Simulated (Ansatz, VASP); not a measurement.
## One calculation of Lu, two programs

Contents of POSCAR:

```
Lu
1.0
    3.5048186286      0.0000000000      0.0000000000
   -1.7524093143      3.0352619680      0.0000000000
    0.0000000000      0.0000000000      5.4696750779
Lu
2
Direct
    0.3333333333      0.6666666667      0.2500000000
    0.6666666667      0.3333333333      0.7500000000
```

The input INCAR.step1:

```
SYSTEM = Lu
PREC = Accurate ; ENCUT = 520
ISMEAR = -1 ; SIGMA = 0.1
LREAL = .FALSE. ; LASPH = .TRUE.
NELM = 100 ; NBANDS = 32
GGA = PE ; ALGO = Normal
EDIFF = 1E-4 ; LWAVE = .TRUE.
LCHARG = .FALSE.
```

The input INCAR.step2:

```
SYSTEM = Lu
PREC = Accurate ; ENCUT = 520
EDIFF = 1E-6 ; ISMEAR = -1
SIGMA = 0.1 ; LREAL = .FALSE.
LASPH = .TRUE. ; NELM = 100
ALGO = Normal ; ISIF = 2
LWAVE = .FALSE. ; LCHARG = .TRUE.
METAGGA = R2SCAN ; LMIXTAU = .TRUE.
LELF = .TRUE. ; LVHAR = .TRUE.
NBANDS = 32 ; ISTART = 1
```

File KPOINTS:

```
regular mesh
0
G
  5 5 3
  0 0 0
```

Input for Ansatz:

```yaml
crystal:
  lattice:
    - [3.5048186286, 0.0, 0.0]
    - [-1.7524093143, 3.035261968, 0.0]
    - [0.0, 0.0, 5.4696750779]
  atoms:
    - { symbol: Lu, position: [0.3333333333, 0.6666666667, 0.25] }
    - { symbol: Lu, position: [0.6666666667, 0.3333333333, 0.75] }
hamiltonian:
  xc: r2scan
  pseudopotentials:
    kind: paw
    azcp:
      Lu: "pseudopotentials/Lu.paw.azcp"
basis:
  ecutwfc: 500
  fft_grid_basis: typed
kpoints:
  mp_grid: { grid: [5, 5, 3], shift: [0, 0, 0] }
magnetization:
  spin_polarized: false
scf:
  occupations: { method: fermi_dirac, width: 0.1 }
  lower_state_search: "off"
output:
  stress: true
```

Alike in both runs: task single point; functional r2SCAN; k mesh 5 × 5 × 3; occupations fermi-dirac, width 0.1 eV; no spin polarisation.

```csv
,VASP,Ansatz
version,VASP 6.6.1,Ansatz 0.2.0
potentials or method,"VASP PAW PBE potentials, release 64 (Lu), cutoff 520 eV","plane waves (500 eV) with PAW, scalar-relativistic"
valence electrons in the cell,50,50
```

VASP gave:

- pressure (GPa): 0.7
- traceless stress, the component that is largest in VASP (GPa): -0.10

Question: Estimate Ansatz's values.

Answer: Pressure (GPa): 0.4; traceless stress, the component that is largest in VASP (GPa): -0.13.

VASP's potentials were made for PBE, not for r2SCAN. With one functional, cell and mesh, what is left measures potentials, basis and numerics.

The k mesh is coarse, so the values compare programs but aren't converged. Spin-orbit coupling is off throughout.
